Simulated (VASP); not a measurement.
A run of VASP 6.6.1 is set up as follows.

Contents of INCAR:

```
SYSTEM = HfN
PREC = Accurate
ENCUT = 600
EDIFF = 1E-6
ISMEAR = 0
SIGMA = 0.2
LREAL = .FALSE.
LASPH = .TRUE.
NELM = 80
ALGO = Normal
ISIF = 3
LWAVE = .FALSE.
LCHARG = .FALSE.
GGA = PE
IBRION = 2
NSW = 80
EDIFFG = -0.025
```

File KPOINTS:

```
Automatic mesh
0
G
  6 6 2
  0 0 0
```

POSCAR

```
HfN
1.0
    3.5574030016     -0.0075737257      0.0268096569
   -1.7852605396      3.0006716151     -0.0155546035
    0.0871933553     -0.0080733635     11.1667496542
Hf N
4 4
Direct
    0.3360352535      0.7029702138      0.4994249575
    0.3152933200      0.6382107161      0.9804481814
    0.6180385706      0.3236356069      0.2597544408
    0.6947104547      0.3328548966      0.7611377238
    0.2938194825      0.6315267273      0.1842842594
    0.3468127146      0.7157428682      0.6949436129
    0.6544656244      0.3185510870      0.4226105611
    0.7408245797      0.3365078842      0.9436661231
```

Potentials or basis: VASP PAW PBE potentials, release 64 (Hf_pv, N).

Command:

```sh
$ cat potpaw_PBE.64/Hf_pv/POTCAR potpaw_PBE.64/N/POTCAR > POTCAR
$ mpirun -np 1 vasp_std > vasp.out
```

Problem. Estimate the relaxed cell.

Solution. a = 3.483 Å, b = 3.485 Å, c = 11.256 Å, α = 90.12°, β = 89.84°, γ = 120.09°.

Problem. What does it give for the relaxed volume?

Solution. 14.77 Å³/atom.

Problem. Estimate the band gap on the k mesh.

Solution. Zero (bands 30 and 31 overlap by 1.07 eV).

Stress tensor (GPa, compression positive):
```
 0.16  0.04 -0.12
 0.04  0.21  0.03
-0.12  0.03  0.17
```

Caveat: spin-orbit coupling is left out, which moves the levels of the heavy elements.
